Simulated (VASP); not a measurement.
A run of VASP 6.6.1 is set up as follows.

File INCAR:

```
  PREC = Accurate
  ENCUT = 520
  EDIFF = 1E-6
  ISMEAR = 0
  SIGMA = 0.03
  LREAL = F
  LASPH = T
  NELM = 100
  ALGO = Normal
  ISIF = 2
  LWAVE = F
  LCHARG = T
  GGA = PE
  IVDW = 12
  LELF = T
  LVHAR = T
  NBANDS = 11
```

File KPOINTS:

```
Automatic mesh
0
Gamma
  16 16 16
```

The input POSCAR:

```
C
1.0
    0.0000000000      2.0755805716      3.3047059672
    1.1989765253      0.0000000000      3.3047059672
    1.1989765253      2.0755805716      0.0000000000
C
2
Direct
    0.1315530015      0.8684469985      0.1315530015
    0.8684469985      0.1315530015      0.8684469985
```

Potentials or basis: VASP PAW PBE potentials, release 64 (C).

Run with:

```sh
$ cat potpaw_PBE.64/C/POTCAR > POTCAR
$ mpirun -np 1 vasp_std > vasp.out
```

Question: What does it give for the pressure?

Answer: 93.5 GPa.

Question: Predict the band gap on the k mesh.

Answer: Zero (bands 4 and 5 overlap by 2.93 eV).

Forces on the atoms (eV/Å):
```
C     0.000  30.816   0.000
C     0.000 -30.816   0.000
```

Caveat: the cell differs from its parent crystal (atoms shifted along a free coordinate); the cell stands under pressure; forces of over 1 eV/Å act on the atoms, so gaps and moduli don't describe the material at rest.
